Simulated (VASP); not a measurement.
# Al4B3Sb in VASP: notebook

Al4B3Sb is run at these levels: PBE; tasks: single point, relaxation of cell and atoms.

All numbers are computed with VASP 6.6.1; they aren't measurements. Logs are shortened: lines on timing, memory, paths and dates and some standing lists are left out, and cuts for length are marked.

**1. The cell of the first run**

Symmetry: Pmm2, No. 25, orthorhombic system. Conventional cell: a = 3.072 Å, b = 3.260 Å, c = 11.119 Å, α = 90.00°, β = 90.00°, γ = 90.00°. Within 3.1 Å of Al (site symmetry mm2) lie 2 B at 2.26 Å and 4 Al at 2.61 to 3.07 Å and 4 Sb at 3.08 Å. Within 3.1 Å of Al (site symmetry mm2) lie 7 B at 2.19 to 2.35 Å and 8 Al at 2.78 to 3.07 Å. Within 3.1 Å of Al (site symmetry mm2) lie 5 B at 2.30 to 2.37 Å and 8 Al at 2.61 to 3.07 Å. Al (site symmetry mm2) has 6 B at 2.39 Å and 1 Sb at 2.79 Å and 6 Al at 2.90 to 3.26 Å within 3.3 Å. Within 2.4 Å of B (site symmetry mm2) lie 2 B at 1.79 Å and 6 Al at 2.31 to 2.39 Å. B (site symmetry mm2) has 7 Al at 2.19 to 2.30 Å within 2.9 Å. Within 2.4 Å of B (site symmetry mm2) lie 2 B at 1.79 Å and 7 Al at 2.35 to 2.39 Å. Within 3.7 Å of Sb (site symmetry mm2) lie 5 Al at 2.79 to 3.08 Å and 4 Sb at 3.07 to 3.26 Å.

The cell was built from a structure type or drawn by symmetry, and may not be a known phase.

**2. Single point, PBE**

The input, INCAR:

```
ALGO     = Normal         # electronic algorithm
EDIFF    = 1E-7           # SCF threshold, eV
ENCUT    = 520            # plane-wave cutoff, eV
GGA      = PE             # functional
ISIF     = 2              # what is computed and relaxed
ISMEAR   = 0              # smearing method
LASPH    = True           # aspherical terms in the spheres
LCHARG   = False          # write CHGCAR
LREAL    = False          # projectors in reciprocal space
LWAVE    = False          # write WAVECAR
NBANDS   = 23             # bands
NELM     = 100            # most SCF steps
PREC     = Accurate       # precision mode
SIGMA    = 0.1            # smearing width, eV
```

The input, KPOINTS:

```
k-points
0
Gamma
  10 10 4
```

The input, POSCAR:

```
Al4B3Sb
1.0
    3.0720878187      0.0000000000      0.0000000000
    0.0000000000      3.2603418017      0.0000000000
    0.0000000000      0.0000000000     11.1192443890
Al B Sb
4 3 1
Direct
    0.5000000000      0.5000000000      0.4911005685
    0.5000000000      0.0000000000      0.1524327427
    0.0000000000      0.5000000000      0.3012369083
    0.0000000000      0.0000000000      0.9312047522
    0.5000000000      0.5000000000      0.0057726382
    0.5000000000      0.0000000000      0.3498011271
    0.0000000000      0.5000000000      0.0878189701
    0.0000000000      0.0000000000      0.6806332829
```

Potentials or basis: VASP PAW PBE potentials, release 64 (Al, B, Sb).

Run with:

```console
> cat potpaw_PBE.64/Al/POTCAR potpaw_PBE.64/B/POTCAR potpaw_PBE.64/Sb/POTCAR > POTCAR
> mpirun -np 1 vasp_std > vasp.out
```

OUTCAR:

```text
EDIFF = 1E-7
   ENCUT = 520
   GGA = PE
   ISIF = 2
   ISMEAR = 0
   LASPH = True
   LREAL = False
   NELM = 100
   PREC = Accurate

 ion  position               nearest neighbor table
   1  0.500  0.500  0.491-   6 2.26   6 2.26   3 2.61   3 2.61   8 3.08   8 3.08   8 3.08   8 3.08

   2  0.500  0.000  0.152-   6 2.19   5 2.31   5 2.31   7 2.35   7 2.35   7 2.35   7 2.35   3 2.78
                             3 2.78   3 2.78   3 2.78   4 2.90   4 2.90
   3  0.000  0.500  0.301-   6 2.30   6 2.30   6 2.30   6 2.30   7 2.37   1 2.61   1 2.61   2 2.78
                             2 2.78   2 2.78   2 2.78
   4  0.000  0.000  0.931-   7 2.39   7 2.39   5 2.39   5 2.39   5 2.39   5 2.39   8 2.79   2 2.90
                             2 2.90
   5  0.500  0.500  0.006-   7 1.79   7 1.79   2 2.31   2 2.31   4 2.39   4 2.39   4 2.39   4 2.39

   6  0.500  0.000  0.350-   2 2.19   1 2.26   1 2.26   3 2.30   3 2.30   3 2.30   3 2.30
   7  0.000  0.500  0.088-   5 1.79   5 1.79   2 2.35   2 2.35   2 2.35   2 2.35   3 2.37   4 2.39
                             4 2.39
   8  0.000  0.000  0.681-   4 2.79   1 3.08   1 3.08   1 3.08   1 3.08

  LATTYP: Found a simple orthorhombic cell.
 ALAT       =     3.0720878187
 B/A-ratio  =     1.0612788417
 C/A-ratio  =     3.6194422312

  Lattice vectors:

 A1 = (   3.0720878187,   0.0000000000,   0.0000000000)
 A2 = (   0.0000000000,   3.2603418017,   0.0000000000)
 A3 = (   0.0000000000,   0.0000000000,  11.1192443890)

Analysis of symmetry for initial positions (statically):
=====================================================================
 Subroutine PRICEL returns:
 Original cell was already a primitive cell.

 Routine SETGRP: Setting up the symmetry group for a
 simple orthorhombic supercell.

 Subroutine GETGRP returns: Found  4 space group operations
 (whereof  4 operations were pure point group operations)
 out of a pool of  8 trial point group operations.

The static configuration has the point symmetry C_2v.

Analysis of symmetry for dynamics (positions and initial velocities):
=====================================================================
 Subroutine PRICEL returns:
 Original cell was already a primitive cell.

 Routine SETGRP: Setting up the symmetry group for a
 simple orthorhombic supercell.

 Subroutine GETGRP returns: Found  4 space group operations
 (whereof  4 operations were pure point group operations)
 out of a pool of  8 trial point group operations.

The dynamic configuration has the point symmetry C_2v.

 Subroutine INISYM returns: Found  4 space group operations
 (whereof  4 operations are pure point group operations),
 and found     1 'primitive' translations

----------------------------------------------------------------------------------------

                                     Primitive cell

  volume of cell :     111.3710

  direct lattice vectors                    reciprocal lattice vectors
     3.072087819  0.000000000  0.000000000     0.325511528  0.000000000  0.000000000
     0.000000000  3.260341802  0.000000000     0.000000000  0.306716308  0.000000000
     0.000000000  0.000000000 11.119244389     0.000000000  0.000000000  0.089934169

  length of vectors
     3.072087819  3.260341802 11.119244389     0.325511528  0.306716308  0.089934169

  position of ions in fractional coordinates (direct lattice)
     0.500000000  0.500000000  0.491100569
     0.500000000  0.000000000  0.152432743
     0.000000000  0.500000000  0.301236908
     0.000000000  0.000000000  0.931204752
     0.500000000  0.500000000  0.005772638
     0.500000000  0.000000000  0.349801127
     0.000000000  0.500000000  0.087818970
     0.000000000  0.000000000  0.680633283

  ion indices of the primitive-cell ions
   primitive index   ion index
                 1           1
                 2           2
                 3           3
                 4           4
                 5           5
                 6           6
                 7           7
                 8           8

----------------------------------------------------------------------------------------

 KPOINTS: k-points

Automatic generation of k-mesh.
 Grid dimensions read from file:
 generate k-points for:   10   10    4

 Generating k-lattice:

  Cartesian coordinates                     Fractional coordinates (reciprocal lattice)
     0.032551153  0.000000000  0.000000000     0.100000000  0.000000000  0.000000000
     0.000000000  0.030671631  0.000000000     0.000000000  0.100000000  0.000000000
     0.000000000  0.000000000  0.022483542     0.000000000  0.000000000  0.250000000

  Length of vectors
     0.032551153  0.030671631  0.022483542

  Shift w.r.t. Gamma in fractional coordinates (k-lattice)
     0.000000000  0.000000000  0.000000000

 Subroutine IBZKPT returns following result:
 ===========================================

 Found    108 irreducible k-points:

 Following reciprocal coordinates:
            Coordinates               Weight
  0.000000  0.000000  0.000000      1.000000
  0.100000  0.000000  0.000000      2.000000
  0.200000  0.000000  0.000000      2.000000
  0.300000  0.000000  0.000000      2.000000
  0.400000  0.000000  0.000000      2.000000
  0.500000  0.000000  0.000000      1.000000
[... 16 lines left out ...]
  0.400000  0.300000  0.000000      4.000000
  0.500000  0.300000  0.000000      2.000000
 [... further k-points ...]
   k-points           NKPTS =    108   k-points in BZ     NKDIM =    108   number of bands    NBANDS=     23
   number of dos      NEDOS =    301   number of ions     NIONS =      8
   total plane-waves  NPLWV =  48384
   dimension x,y,z NGX =    24 NGY =   24 NGZ =   84
   dimension x,y,z NGXF=    48 NGYF=   48 NGZF=  168
   ions per type =               4   3   1
   NGX,Y,Z   is equivalent  to a cutoff of  12.99, 12.24, 12.56 a.u.
   NGXF,Y,Z  is equivalent  to a cutoff of  25.98, 24.48, 25.12 a.u.
 SYSTEM =  unknown system
   PREC   = accura    normal or accurate (medium, high low for compatibility)
   ISTART =      0    job   : 0-new  1-cont  2-samecut
   ICHARG =      2    charge: 1-file 2-atom 10-const
   ISPIN  =      1    spin polarized calculation?
   LNONCOLLINEAR =      F non collinear calculations
   LSORBIT =      F    spin-orbit coupling
   LASPH  =      T    aspherical Exc in radial PAW
   ENCUT  =  520.0 eV  38.22 Ry    6.18 a.u.   5.71  6.06 20.67*2*pi/ulx,y,z
   NELM   =    100;   NELMIN=  2; NELMDL= -5     # of ELM steps
   EDIFF  = 0.1E-06   stopping-criterion for ELM
   LREAL  =      F    real-space projection
   EDIFFG = 0.1E-05   stopping-criterion for IOM
   NSW    =      0    number of steps for IOM
   IBRION =     -1    ionic relax: 0-MD 1-quasi-New 2-CG
   NFREE  =      0    steps in history (QN), initial steepest desc. (CG)
   ISIF   =      2    stress and relaxation
   ISYM   =      2    0-nonsym 1-usesym 2-fastsym
   POTIM  = 0.5000    time-step for ionic-motion
   TEBEG  =    0.0;   TEEND  =   0.0 temperature during run
   PSTRESS=    0.0 pullay stress
   NELECT =      26.0000    total number of electrons
   NUPDOWN=      -1.0000    fix difference up-down
   EMIN   =  10.00;   EMAX   =-10.00  energy-range for DOS
   EFERMI =   0.00;   METHOD = LEGACY
   ISMEAR =     0;   SIGMA  =   0.10  broadening in eV -4-tet -1-fermi 0-gaus
   EFERMI_NEDOS =   21; number of points for ismear=-14 and -15
   IALGO  =     38    algorithm
   IMIX   =      4    mixing-type and parameters
     AMIX     =   0.40;   BMIX     =  1.00
     AMIX_MAG =   1.60;   BMIX_MAG =  1.00
  volume/ion in A,a.u.               =      13.92        93.95
  Fermi-wavevector in a.u.,A,eV,Ry     =   1.008034  1.904908 13.825328  1.016133
  Thomas-Fermi vector in A             =   2.140876
   LORBIT       =      0    0 simple, 1 ext, 2 COOP (PROOUT), +10 PAW based schemes
   GGA     = PE    functional components
   LHFCALC =     F    Hartree Fock is set to
   AEXX    =    0.0000 exact exchange contribution
   IVDW    =     0    specifies the selected vdW correction
   LEPSILON=     F    determine dielectric tensor
   LRPA    =     F    only Hartree local field effects (RPA)
 non-spin polarized calculation
 Gauss-broadening in eV      SIGMA  =   0.10
  energy-cutoff  :      520.00
  volume of cell :      111.37
 maximum number of plane-waves:      3032
 NGX is ok and might be reduce to    24
   NGX = 11   NGY = 13   NGZ = 41

 number of electron      25.9999998 magnetization

 Free energy of the ion-electron system (eV)
  ---------------------------------------------------
  ext. energy  EPLUGINS =         0.00000000
  ---------------------------------------------------
  free energy    TOTEN  =       -37.48912984 eV

  energy without entropy =      -37.47552860  energy(sigma->0) =      -37.48232922

 E-fermi :   8.1165     XC(G=0): -10.5533

 val. band max:        8.1124506460   @ k =   0.1000   0.4000   0.0000
 cond. band min:       8.1228120349   @ k =   0.4000   0.4000   0.5000
 fundamental gap:      0.0103613890
 Fermi energy:         8.1164534121

 k-point     1 :       0.0000    0.0000    0.0000
  band No.  band energies     occupation
      1      -5.7795      2.00000
      2      -4.0506      2.00000
      3      -3.4137      2.00000
      4      -0.2154      2.00000
      5       1.0382      2.00000
      6       4.7764      2.00000
[... 15 lines left out ...]
     22      13.9347      0.00000
     23      14.2063      0.00000

 k-point     2 :       0.1000    0.0000    0.0000
  band No.  band energies     occupation
      1      -5.6440      2.00000
      2      -3.8968      2.00000
      3      -3.2723      2.00000
      4      -0.0784      2.00000
      5       1.1823      2.00000
      6       4.0399      2.00000
[... 15 lines left out ...]
     22      14.1072      0.00000
     23      14.3101      0.00000

 k-point     3 :       0.2000    0.0000    0.0000
  band No.  band energies     occupation
      1      -5.2388      2.00000
      2      -3.4394      2.00000
      3      -2.8517      2.00000
      4       0.3253      2.00000
      5       1.6026      2.00000
      6       2.3556      2.00000
[... 15 lines left out ...]
     22      14.4376      0.00000
     23      14.5529      0.00000

 k-point     4 :       0.3000    0.0000    0.0000
  band No.  band energies     occupation
      1      -4.5682      2.00000
      2      -2.6971      2.00000
      3      -2.1688      2.00000
      4       0.5853      2.00000
      5       0.9572      2.00000
      6       2.2803      2.00000
[... 15 lines left out ...]
     22      14.1739      0.00000
     23      14.3045      0.00000

 k-point     5 :       0.4000    0.0000    0.0000
  band No.  band energies     occupation
      1      -3.6397      2.00000
      2      -1.7448      2.00000
      3      -1.3656      2.00000
      4      -0.9456      2.00000
      5       1.3035      2.00000
      6       2.2790      2.00000
[... 434 lines left out ...]
 k-point    22 :       0.3000    0.3000    0.0000
  band No.  band energies     occupation
      1      -3.5493      2.00000
      2      -1.5839      2.00000
      3      -1.0872      2.00000
      4       1.3669      2.00000
      5       1.6652      2.00000
      6       1.9797      2.00000
[... 15 lines left out ...]
     22      13.5973      0.00000
     23      13.9720      0.00000

 k-point    23 :       0.4000    0.3000    0.0000
  band No.  band energies     occupation
      1      -2.6490      2.00000
      2      -0.6365      2.00000
      3      -0.3383      2.00000
      4      -0.0225      2.00000
      5       2.2759      2.00000
      6       2.6065      2.00000
[... 15 lines left out ...]
     22      12.2400      0.00000
     23      13.5654      0.00000

 k-point    24 :       0.5000    0.3000    0.0000
  band No.  band energies     occupation
      1      -1.5452      2.00000
      2      -1.4833      2.00000
      3       0.0523      2.00000
      4       0.3528      2.00000
      5       1.7461      2.00000
      6       2.8132      2.00000
[... 15 lines left out ...]
     22      12.3543      0.00000
     23      12.7311      0.00000

 [... further k-points ...]

------------------------ aborting loop because EDIFF is reached ----------------------------------------

  FORCE on cell =-STRESS in cart. coord.  units (eV):
  Direction    XX          YY          ZZ          XY          YZ          ZX
  --------------------------------------------------------------------------------------
  -------------------------------------------------------------------------------------
  Total        0.0324085      0.0114468      0.0094262      0.0000000      0.0000000      0.0000000
  in kB        0.4662270      0.1646727      0.1356045      0.0000000      0.0000000      0.0000000
  external PRESSURE =       0.2555014 kB  Pullay stress =       0.0000000 kB

 VOLUME and BASIS-vectors are now :
 -----------------------------------------------------------------------------
  energy-cutoff  :      520.00
  volume of cell :      111.37
      direct lattice vectors                 reciprocal lattice vectors
     3.072087819  0.000000000  0.000000000     0.325511528  0.000000000  0.000000000
     0.000000000  3.260341802  0.000000000     0.000000000  0.306716308  0.000000000
     0.000000000  0.000000000 11.119244389     0.000000000  0.000000000  0.089934169

 POSITION                                       TOTAL-FORCE (eV/Angst)
 -----------------------------------------------------------------------------------
      1.53604      1.63017      5.46067         0.000000      0.000000      0.000630
      1.53604      0.00000      1.69494         0.000000      0.000000     -0.006548
      0.00000      1.63017      3.34953         0.000000      0.000000     -0.001664
      0.00000      0.00000     10.35429         0.000000      0.000000      0.020768
      1.53604      1.63017      0.06419         0.000000      0.000000     -0.001368
      1.53604      0.00000      3.88952         0.000000      0.000000     -0.007399
      0.00000      1.63017      0.97648         0.000000      0.000000     -0.000361
      0.00000      0.00000      7.56813         0.000000      0.000000     -0.004058
 -----------------------------------------------------------------------------------
    total drift:                                0.000000     -0.000000     -0.000307

  FREE ENERGIE OF THE ION-ELECTRON SYSTEM (eV)
  ---------------------------------------------------
  free  energy   TOTEN  =       -37.4891298352 eV

  energy  without entropy=      -37.4755286008  energy(sigma->0) =      -37.48232922
```

Run time: 99 s. Hardware: 1 thread of Intel Xeon 6975P-C (Granite Rapids), shared host; peak memory 0.38 GiB.

Results:

* Free energy: -37.4891 eV
* Pressure: 0.0 GPa
* Largest force: 0.021 eV/Å
* Band gap on the k mesh: zero (bands 13 and 14 overlap by 3.76 eV)

Forces in eV/Å, atoms in the order of the input:
```
Al   0.000  0.000  0.001
Al   0.000  0.000 -0.007
Al   0.000  0.000 -0.002
Al   0.000  0.000  0.021
B    0.000  0.000 -0.001
B    0.000  0.000 -0.007
B    0.000  0.000  0.000
Sb   0.000  0.000 -0.004
```

Caveat: spin-orbit coupling is left out, which moves the levels of the heavy elements.

(Continued in part 2 of 3.)
